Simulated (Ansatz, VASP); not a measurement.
**Au in VASP and in Ansatz**

The input INCAR:

```
ALGO = Normal
EDIFF = 1E-6
ENCUT = 500
GGA_COMPAT = F
ISIF = 2
ISMEAR = 0
LASPH = T
LCHARG = T
LELF = T
LREAL = F
LVHAR = T
LWAVE = F
NBANDS = 12
NELM = 120
PREC = Accurate
SIGMA = 0.15
```

KPOINTS

```
k-points
0
Gamma
  20 20 20
```

The input POSCAR:

```
Au
1.0
   -1.6324099650      1.6324099650      1.6075509300
    1.6324099650     -1.6324099650      1.6075509300
    1.6324099650      1.6324099650     -1.6075509300
Au
1
Direct
    0.0000000000      0.0000000000      0.0000000000
```

Input for Ansatz:

```yaml
crystal:
  lattice:
    - [-1.632409965, 1.632409965, 1.60755093]
    - [1.632409965, -1.632409965, 1.60755093]
    - [1.632409965, 1.632409965, -1.60755093]
  atoms:
    - { symbol: Au, position: [0.0, 0.0, 0.0] }
basis:
  ecutwfc: 420
kpoints:
  mp_grid: { grid: [20, 20, 20] }
hamiltonian:
  xc: lda
scf:
  occupations: { method: gaussian, width: 0.15 }
output:
  forces: true
  stress: true
  eigenvalues: true
```

Change from the starting cell: strain -0.015 along x and y, -0.030 along z, atoms carried along.

Alike in both runs: task single point; functional LDA; k mesh 20 × 20 × 20; occupations gaussian, width 0.15 eV; no spin polarisation.

```csv
,VASP,Ansatz
version,VASP 6.6.1,Ansatz 0.2.0
potentials or method,"VASP PAW LDA potentials, release 64 (Au), cutoff 500 eV","scalar-relativistic, plane waves, PAW"
valence electrons in the cell,11,19
```

```csv
,VASP,Ansatz,Ansatz less VASP
gap on the k mesh at the Fermi level (eV),none,none,-
pressure (GPa),-5.1,-5.5,-0.46
```

LDA's correlation is that of Perdew and Zunger in VASP and of Perdew and Wang (1992) in Ansatz. A gap of «none» marks a metal or a gap that the smearing closes. VASP's potentials hold 11 valence electrons a cell and Ansatz's 19, so a difference there can come from the potentials and not from the codes.

Neither program's run includes spin-orbit coupling.
